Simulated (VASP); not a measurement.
Input of a VASP 6.6.1 run:

Contents of INCAR:

```
  PREC = Accurate
  ENCUT = 520
  EDIFF = 1E-7
  ISMEAR = 0
  SIGMA = 0.01
  LREAL = False
  LASPH = True
  NELM = 100
  ALGO = Normal
  ISIF = 2
  LWAVE = False
  LCHARG = False
  GGA = PE
  NBANDS = 11
```

Contents of KPOINTS:

```
regular mesh
0
Gamma
  6 6 6
```

The input POSCAR:

```
MgO
1.0
    0.0000000000      2.1729495000      2.1729495000
    2.1729495000      0.0000000000      2.1729495000
    2.1729495000      2.1729495000      0.0000000000
Mg O
1 1
Direct
    0.0000000000      0.0000000000      0.0000000000
    0.5000000000      0.5000000000      0.5000000000
```

Potentials or basis: VASP PAW PBE potentials, release 64 (Mg, O).

Launch:

```sh
$ cat potpaw_PBE.64/Mg/POTCAR potpaw_PBE.64/O/POTCAR > POTCAR
$ mpirun -np 1 vasp_std > vasp.out
```

(1) Estimate the pressure.

(2) What does it give for the band gap on the k mesh?

Results:

(1) -9.1 GPa.

(2) 3.87 eV, direct.
